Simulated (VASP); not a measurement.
# La2O3 (P-3m1) in VASP: further runs, part 2 of 2

VASP 6.6.1.

## 4. Single point, r2SCAN (epitaxial xy strain -3.0%)

Contents of POSCAR:

```
La2O3
1.0
    3.8170484982      0.0000000000      0.0000000000
   -1.9085242491      3.3056609669      0.0000000000
    0.0000000000      0.0000000000      6.3581387720
La O
2 3
Direct
    0.6666666667      0.3333333333      0.7536660847
    0.3333333333      0.6666666667      0.2463339153
    0.6666666667      0.3333333333      0.3584379042
    0.3333333333      0.6666666667      0.6415620958
    0.0000000000      0.0000000000      0.0000000000
```

Contents of INCAR.step1:

```
SYSTEM = La2O3
PREC = Accurate
ENCUT = 520
ISMEAR = 0
SIGMA = 0.01
LREAL = .FALSE.
LASPH = .TRUE.
NELM = 100
NBANDS = 28
GGA = PE
ALGO = Normal
EDIFF = 1E-4
LWAVE = .TRUE.
LCHARG = .FALSE.
```

Contents of INCAR.step2:

```
SYSTEM = La2O3
PREC = Accurate
ENCUT = 520
EDIFF = 1E-6
ISMEAR = 0
SIGMA = 0.01
LREAL = .FALSE.
LASPH = .TRUE.
NELM = 100
ALGO = Normal
ISIF = 2
LWAVE = .FALSE.
LCHARG = .FALSE.
METAGGA = R2SCAN
LMIXTAU = .TRUE.
NBANDS = 28
ISTART = 1
```

Contents of KPOINTS:

```
regular mesh
0
G
  12 12 4
  0 0 0
```

Potentials or basis: VASP PAW PBE potentials, release 64 (La, O).

The run is started by

```sh
$ cat potpaw_PBE.64/La/POTCAR potpaw_PBE.64/O/POTCAR > POTCAR
$ cp INCAR.step1 INCAR
$ mpirun -np 1 vasp_std > vasp.out
$ cp INCAR.step2 INCAR
$ mpirun -np 1 vasp_std > vasp.out
```

OUTCAR:

```text
SYSTEM = La2O3
   PREC = Accurate
   ENCUT = 520
   EDIFF = 1E-6
   ISMEAR = 0
   LREAL = .FALSE.
   LASPH = .TRUE.
   NELM = 100
   ISIF = 2
   METAGGA = R2SCAN
   ISTART = 1

 ion  position               nearest neighbor table
   1  0.667  0.333  0.754-   4 2.32   4 2.32   4 2.32   3 2.51   5 2.70   5 2.70   5 2.70
   2  0.333  0.667  0.246-   3 2.32   3 2.32   3 2.32   4 2.51   5 2.70   5 2.70   5 2.70
   3  0.667  0.333  0.358-   2 2.32   2 2.32   2 2.32   1 2.51
   4  0.333  0.667  0.642-   1 2.32   1 2.32   1 2.32   2 2.51
   5  0.000  0.000  0.000-   1 2.70   2 2.70   2 2.70   1 2.70   1 2.70   2 2.70

  LATTYP: Found a hexagonal cell.
 ALAT       =     3.8170484982
 C/A-ratio  =     1.6657212438

  Lattice vectors:

 A1 = (   3.8170484982,   0.0000000000,   0.0000000000)
 A2 = (  -1.9085242491,   3.3056609669,   0.0000000000)
 A3 = (   0.0000000000,   0.0000000000,   6.3581387720)

Analysis of symmetry for initial positions (statically):
=====================================================================
 Subroutine PRICEL returns:
 Original cell was already a primitive cell.

 Routine SETGRP: Setting up the symmetry group for a
 hexagonal supercell.

 Subroutine GETGRP returns: Found 12 space group operations
 (whereof 12 operations were pure point group operations)
 out of a pool of 24 trial point group operations.

The static configuration has the point symmetry D_3d.

Analysis of symmetry for dynamics (positions and initial velocities):
=====================================================================
 Subroutine PRICEL returns:
 Original cell was already a primitive cell.

 Routine SETGRP: Setting up the symmetry group for a
 hexagonal supercell.

 Subroutine GETGRP returns: Found 12 space group operations
 (whereof 12 operations were pure point group operations)
 out of a pool of 24 trial point group operations.

[... 125 lines left out ...]
     AMIX     =   0.40;   BMIX     =  1.00
     AMIX_MAG =   1.60;   BMIX_MAG =  1.00
  volume/ion in A,a.u.               =      16.05       108.28
  Fermi-wavevector in a.u.,A,eV,Ry     =   1.298144  2.453136 22.928232  1.685178
  Thomas-Fermi vector in A             =   2.429491
   LORBIT       =      0    0 simple, 1 ext, 2 COOP (PROOUT), +10 PAW based schemes
   METAGGA = R2SCAN    functional components
   LHFCALC =     F    Hartree Fock is set to
   AEXX    =    0.0000 exact exchange contribution
   IVDW    =     0    specifies the selected vdW correction
   LEPSILON=     F    determine dielectric tensor
   LRPA    =     F    only Hartree local field effects (RPA)
 non-spin polarized calculation
 Gauss-broadening in eV      SIGMA  =   0.01
  energy-cutoff  :      520.00
  volume of cell :       80.23
 maximum number of plane-waves:      2187
   NGX = 15   NGY = 15   NGZ = 23

 number of electron      40.0000006 magnetization

 Free energy of the ion-electron system (eV)
  ---------------------------------------------------
  ext. energy  EPLUGINS =         0.00000000
  ---------------------------------------------------
  free energy    TOTEN  =       -95.94698944 eV

  energy without entropy =      -95.94698944  energy(sigma->0) =      -95.94698944

 E-fermi :   6.0674     XC(G=0): -11.1980

 val. band max:        5.9743495150   @ k =   0.3333   0.3333   0.0000
 cond. band min:      10.1943953959   @ k =   0.5000   0.0000   0.0000
 fundamental gap:      4.2200458809
 Fermi energy:         6.0673584978

 k-point     1 :       0.0000    0.0000    0.0000
  band No.  band energies     occupation
      1     -24.7169      2.00000
      2     -24.4916      2.00000
      3     -12.0189      2.00000
      4     -10.7969      2.00000
      5     -10.3822      2.00000
      6      -7.6231      2.00000
[... 733 lines left out ...]
     27      12.1255      0.00000
     28      12.2427      0.00000

 [... further k-points ...]

------------------------ aborting loop because EDIFF is reached ----------------------------------------

  FORCE on cell =-STRESS in cart. coord.  units (eV):
  Direction    XX          YY          ZZ          XY          YZ          ZX
  --------------------------------------------------------------------------------------
  -------------------------------------------------------------------------------------
  Total        3.6696631      3.6696631     -0.1983330      0.0000000     -0.0000000      0.0000000
  in kB       73.2859601     73.2859601     -3.9608612      0.0000000     -0.0000000      0.0000000
  external PRESSURE =      47.5370197 kB  Pullay stress =       0.0000000 kB

 VOLUME and BASIS-vectors are now :
 -----------------------------------------------------------------------------
  energy-cutoff  :      520.00
  volume of cell :       80.23
      direct lattice vectors                 reciprocal lattice vectors
     3.817048498  0.000000000  0.000000000     0.261982524  0.151255681  0.000000000
    -1.908524249  3.305660967  0.000000000     0.000000000  0.302511362  0.000000000
     0.000000000  0.000000000  6.358138772     0.000000000  0.000000000  0.157278731

 POSITION                                       TOTAL-FORCE (eV/Angst)
 -----------------------------------------------------------------------------------
      1.90852      1.10189      4.79191        -0.000000      0.000000     -0.031433
     -0.00000      2.20377      1.56623         0.000000     -0.000000      0.031433
      1.90852      1.10189      2.27900        -0.000000     -0.000000     -0.014125
     -0.00000      2.20377      4.07914         0.000000      0.000000      0.014125
      0.00000      0.00000      0.00000        -0.000000      0.000000      0.000000
 -----------------------------------------------------------------------------------
    total drift:                                0.000000     -0.000000      0.000000

  FREE ENERGIE OF THE ION-ELECTRON SYSTEM (eV)
  ---------------------------------------------------
  free  energy   TOTEN  =       -95.9469894430 eV

  energy  without entropy=      -95.9469894430  energy(sigma->0) =      -95.94698944
```

Run time: 7.9 min. Hardware: 1 thread of AMD EPYC 9R45 (Zen 5), shared host; peak memory 0.27 GiB.

Results:

| Property | Result |
| --- | --- |
| Free energy | -95.9470 eV |
| Pressure | 4.8 GPa |
| Largest force | 0.031 eV/Å |
| Band gap on the k mesh | 4.22 eV, indirect (least direct gap 4.36 eV) |

Forces on the atoms (eV/Å):
```
La   0.000  0.000 -0.031
La   0.000  0.000  0.031
O    0.000  0.000 -0.014
O    0.000  0.000  0.014
O    0.000  0.000  0.000
```

Levels at points of the mesh, in eV from the valence-band top:
```csv
k point,band 17,band 18,band 19,band 20,band 21,band 22,band 23,band 24
"(0.00, 0.00, 0.00)",-1.83,-0.53,-0.53,-0.23,4.79,5.36,5.36,5.72
"(0.50, 0.00, 0.00)",-0.70,-0.68,-0.47,-0.44,4.22,5.36,5.91,5.93
"(0.00, 0.00, 0.50)",-1.04,-0.97,-0.48,-0.48,5.24,5.31,5.48,5.48
"(0.50, 0.00, 0.50)",-0.90,-0.83,-0.30,-0.24,4.75,5.18,5.82,5.91
```

Caveat: the cell differs from its parent crystal (epitaxial xy strain -3.0%); the PAW data sets were made with another functional, which shifts forces and pressure a little; spin-orbit coupling is left out, which moves the levels of the heavy elements. A k mesh can miss the band edges.

## 5. Single point, r2SCAN (epitaxial xy strain -2.0%)

Contents of POSCAR:

```
La2O3
1.0
    3.8563995137      0.0000000000      0.0000000000
   -1.9281997569      3.3397399460      0.0000000000
    0.0000000000      0.0000000000      6.2807288570
La O
2 3
Direct
    0.6666666667      0.3333333333      0.7535738733
    0.3333333333      0.6666666667      0.2464261267
    0.6666666667      0.3333333333      0.3569518441
    0.3333333333      0.6666666667      0.6430481559
    0.0000000000      0.0000000000      0.0000000000
```

INCAR.step1 is that of step 4.

INCAR.step2 is that of step 4.

KPOINTS is that of step 4.

The run is started by

```sh
$ cat potpaw_PBE.64/La/POTCAR potpaw_PBE.64/O/POTCAR > POTCAR
$ cp INCAR.step1 INCAR
$ mpirun -np 1 vasp_std > vasp.out
$ cp INCAR.step2 INCAR
$ mpirun -np 1 vasp_std > vasp.out
```

Run time: 8.9 min. Hardware: 1 thread of AMD EPYC 9R45 (Zen 5), shared host; peak memory 0.28 GiB.

Results (log left out):

- Free energy: -96.0112 eV
- Pressure: 2.9 GPa
- Largest force: 0.028 eV/Å
- Band gap on the k mesh: 4.29 eV, indirect (least direct gap 4.36 eV)

Forces in eV/Å, atoms in the order of the input:
```
La   0.000  0.000 -0.028
La   0.000  0.000  0.028
O    0.000  0.000 -0.011
O    0.000  0.000  0.011
O    0.000  0.000  0.000
```

Stress tensor (GPa, compression positive):
```
 4.51  0.00  0.00
 0.00  4.51  0.00
 0.00  0.00 -0.39
```

Levels at points of the mesh, in eV from the valence-band top:
| k point | band 17 | band 18 | band 19 | band 20 | band 21 | band 22 | band 23 | band 24 |
| --- | --- | --- | --- | --- | --- | --- | --- | --- |
| (0.00, 0.00, 0.00) | -1.73 | -0.44 | -0.44 | -0.15 | 4.83 | 5.32 | 5.32 | 5.76 |
| (0.50, 0.00, 0.00) | -0.67 | -0.65 | -0.41 | -0.37 | 4.29 | 5.36 | 5.91 | 5.92 |
| (0.00, 0.00, 0.50) | -0.93 | -0.90 | -0.37 | -0.37 | 5.32 | 5.38 | 5.45 | 5.45 |
| (0.50, 0.00, 0.50) | -0.88 | -0.81 | -0.28 | -0.12 | 4.85 | 5.19 | 5.82 | 5.92 |

Caveat: the cell differs from its parent crystal (epitaxial xy strain -2.0%); the PAW data sets were made with another functional, which shifts forces and pressure a little; spin-orbit coupling is left out, which moves the levels of the heavy elements.

## 6. Single point, r2SCAN (epitaxial xy strain -1.0%)

Contents of POSCAR:

```
La2O3
1.0
    3.8957505291      0.0000000000      0.0000000000
   -1.9478752646      3.3738189250      0.0000000000
    0.0000000000      0.0000000000      6.2047151321
La O
2 3
Direct
    0.6666666667      0.3333333333      0.7536404246
    0.3333333333      0.6666666667      0.2463595754
    0.6666666667      0.3333333333      0.3554424161
    0.3333333333      0.6666666667      0.6445575839
    0.0000000000      0.0000000000      0.0000000000
```

Contents of INCAR.step1:

```
SYSTEM = La2O3
PREC = Accurate
ENCUT = 520
ISMEAR = 0
SIGMA = 0.01
LREAL = .False.
LASPH = .True.
NELM = 100
NBANDS = 28
GGA = PE
ALGO = Normal
EDIFF = 1E-4
LWAVE = .True.
LCHARG = .False.
```

Contents of INCAR.step2:

```
SYSTEM = La2O3
PREC = Accurate
ENCUT = 520
EDIFF = 1E-6
ISMEAR = 0
SIGMA = 0.01
LREAL = .False.
LASPH = .True.
NELM = 100
ALGO = Normal
ISIF = 2
LWAVE = .False.
LCHARG = .False.
METAGGA = R2SCAN
LMIXTAU = .True.
NBANDS = 28
ISTART = 1
```

Contents of KPOINTS:

```
Automatic mesh
0
Gamma
  12 12 4
  0 0 0
```

Potentials or basis: VASP PAW PBE potentials, release 64 (La, O).

The run is started by

```sh
$ cat potpaw_PBE.64/La/POTCAR potpaw_PBE.64/O/POTCAR > POTCAR
$ cp INCAR.step1 INCAR
$ mpirun -np 1 vasp_std > vasp.out
$ cp INCAR.step2 INCAR
$ mpirun -np 1 vasp_std > vasp.out
```

Run time: 8.7 min. Hardware: 1 thread of AMD EPYC 9R45 (Zen 5), shared host; peak memory 0.29 GiB.

The run converged. Its results:

* Free energy: -96.0473 eV
* Pressure: 1.1 GPa
* Largest force: 0.027 eV/Å
* Band gap on the k mesh: 4.32 eV, indirect (least direct gap 4.36 eV)

Forces in eV/Å, atoms in the order of the input:
```
La   0.000  0.000 -0.027
La   0.000  0.000  0.027
O    0.000  0.000 -0.008
O    0.000  0.000  0.008
O    0.000  0.000  0.000
```

Stress tensor (GPa, compression positive):
```
 1.89  0.00  0.00
 0.00  1.89  0.00
 0.00  0.00 -0.42
```

Levels at points of the mesh, in eV from the valence-band top:
| k point | band 18 | band 19 | band 20 | band 21 | band 22 | band 23 |
| --- | --- | --- | --- | --- | --- | --- |
| (0.00, 0.00, 0.00) | -0.39 | -0.39 | -0.11 | 4.82 | 5.24 | 5.24 |
| (0.50, 0.00, 0.00) | -0.64 | -0.40 | -0.32 | 4.32 | 5.32 | 5.85 |
| (0.00, 0.00, 0.50) | -0.82 | -0.31 | -0.31 | 5.29 | 5.38 | 5.38 |
| (0.50, 0.00, 0.50) | -0.76 | -0.31 | -0.04 | 4.90 | 5.15 | 5.78 |

Caveat: the cell differs from its parent crystal (epitaxial xy strain -1.0%); the PAW data sets were made with another functional, which shifts forces and pressure a little; spin-orbit coupling is left out, which moves the levels of the heavy elements. A k mesh can miss the band edges.

## 7. Summary

```tsv
cell	gap on the mesh (eV)	pressure (GPa)	largest force (eV/Å)
a = 4.093, b = 4.093, c = 5.805 Å, angles 90.0, 90.0, 120.0°, 5 atoms	3.82	-5.5	0.02
a = 3.778, b = 3.778, c = 6.436 Å, angles 90.0, 90.0, 120.0°, 5 atoms	4.14	6.7	0.03
a = 3.817, b = 3.817, c = 6.358 Å, angles 90.0, 90.0, 120.0°, 5 atoms	4.22	4.8	0.03
a = 3.856, b = 3.856, c = 6.281 Å, angles 90.0, 90.0, 120.0°, 5 atoms	4.29	2.9	0.03
a = 3.896, b = 3.896, c = 6.205 Å, angles 90.0, 90.0, 120.0°, 5 atoms	4.32	1.1	0.03
```

Alike in all rows: task single point; level r2SCAN; potentials or basis VASP PAW PBE potentials, release 64 (La, O); no spin polarisation; k mesh 12 × 12 × 4; cutoff (eV) 520; smearing gaussian 0.01 eV.

Caveats: the PAW data sets were made with another functional, which shifts forces and pressure a little; spin-orbit coupling is left out, which moves the levels of the heavy elements.

Total energies depend on the potentials used, so only differences within one code and one set of settings carry meaning.
